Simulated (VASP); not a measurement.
A run of VASP 6.6.1 is set up as follows.

File POSCAR:

```
TiAl
1.0
    3.1811744159      0.0826279069      0.0826279069
    0.0826279069      3.1811744159      0.0826279069
    0.0826279069      0.0826279069      3.1811744159
Ti Al
1 1
Direct
    0.0000000000      0.0000000000      0.0000000000
    0.5000000000      0.5000000000      0.5000000000
```

Contents of INCAR.step1:

```
SYSTEM = TiAl
PREC = Accurate ; ENCUT = 520
ISMEAR = 0 ; SIGMA = 0.15
LREAL = .FALSE. ; LASPH = .TRUE.
NELM = 100 ; NBANDS = 14
GGA = PE ; ALGO = Normal
EDIFF = 1E-4 ; LWAVE = .TRUE.
LCHARG = .FALSE.
```

The input INCAR.step2:

```
SYSTEM = TiAl
PREC = Accurate ; ENCUT = 520
EDIFF = 1E-6 ; ISMEAR = 0
SIGMA = 0.15 ; LREAL = .FALSE.
LASPH = .TRUE. ; NELM = 100
ALGO = Normal ; ISIF = 2
LWAVE = .FALSE. ; LCHARG = .FALSE.
METAGGA = R2SCAN ; LMIXTAU = .TRUE.
NBANDS = 14 ; ISTART = 1
```

The input KPOINTS:

```
regular mesh
0
G
  16 16 16
  0 0 0
```

Potentials or basis: VASP PAW PBE potentials, release 64 (Ti_sv, Al).

Command:

```console
$ cat potpaw_PBE.64/Ti_sv/POTCAR potpaw_PBE.64/Al/POTCAR > POTCAR
$ cp INCAR.step1 INCAR
$ mpirun -np 1 vasp_std > vasp.out
$ cp INCAR.step2 INCAR
$ mpirun -np 1 vasp_std > vasp.out
```

(1) Predict the pressure.

Results:

(1) 0.0 GPa.

Caveat: the PAW data sets were made with another functional, which shifts forces and pressure a little.
